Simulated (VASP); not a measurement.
A run of VASP 6.6.1 is set up as follows.

POSCAR

```
AlGaN2
1.0
    3.0937638930      0.0000000000      0.0000000000
    0.0000000000      3.0937638930      0.0000000000
    0.0000000000      0.0000000000      4.4901955091
Al Ga N
1 1 2
Direct
    0.5000000000      0.5000000000      0.5000000000
    0.0000000000      0.0000000000      0.0000000000
    0.5000000000      0.0000000000      0.7382648100
    0.0000000000      0.5000000000      0.2617351900
```

Contents of INCAR.step1:

```
SYSTEM = AlGaN2
PREC     = Accurate       ! precision mode
ENCUT    = 1460           ! plane-wave cutoff, eV
ISMEAR   = 0              ! smearing method
SIGMA    = 0.05           ! smearing width, eV
LREAL    = .FALSE.        ! projectors in reciprocal space
LASPH    = .TRUE.         ! aspherical terms in the spheres
NELM     = 120            ! most SCF steps
NBANDS   = 21             ! bands
GGA      = PE             ! functional
ALGO     = Normal         ! electronic algorithm
EDIFF    = 1E-5           ! SCF threshold, eV
LWAVE    = .TRUE.         ! write WAVECAR
LCHARG   = .FALSE.        ! write CHGCAR
GGA_COMPAT= .FALSE.
```

The input INCAR.step2:

```
SYSTEM = AlGaN2
PREC     = Accurate       ! precision mode
ENCUT    = 1460           ! plane-wave cutoff, eV
EDIFF    = 1E-6           ! SCF threshold, eV
ISMEAR   = 0              ! smearing method
SIGMA    = 0.05           ! smearing width, eV
LREAL    = .FALSE.        ! projectors in reciprocal space
LASPH    = .TRUE.         ! aspherical terms in the spheres
NELM     = 120            ! most SCF steps
ALGO     = Normal         ! electronic algorithm
ISIF     = 2              ! what is computed and relaxed
LWAVE    = .FALSE.        ! write WAVECAR
LCHARG   = .TRUE.         ! write CHGCAR
METAGGA  = R2SCAN         ! meta-GGA
LMIXTAU  = .TRUE.       
LELF     = .TRUE.         ! ELF
LVHAR    = .TRUE.       
NBANDS   = 21             ! bands
ISTART   = 1            
GGA_COMPAT= .FALSE.
```

The input KPOINTS:

```
regular mesh
0
G
  8 8 6
  0 0 0
```

Potentials or basis: VASP PAW PBE potentials, release 64 (Al, Ga_d, N_h).

Run with:

```sh
$ cat potpaw_PBE.64/Al/POTCAR potpaw_PBE.64/Ga_d/POTCAR potpaw_PBE.64/N_h/POTCAR > POTCAR
$ cp INCAR.step1 INCAR
$ mpirun -np 1 vasp_std > vasp.out
$ cp INCAR.step2 INCAR
$ mpirun -np 1 vasp_std > vasp.out
```

Task: Estimate the band gap on the k mesh.

Result: 3.43 eV.

Task: Predict the pressure.

Result: 3.1 GPa.

Task: What does it give for the largest force?

Result: 0.054 eV/Å.

Stress tensor (GPa, compression positive):
```
4.53 0.00 0.00
0.00 4.53 0.00
0.00 0.00 0.14
```

Caveat: the cell differs from its parent crystal (strain -0.015 along x and y, +0.015 along z); the cell stands under pressure; the PAW data sets were made with another functional, which shifts forces and pressure a little. A k mesh can miss the band edges.
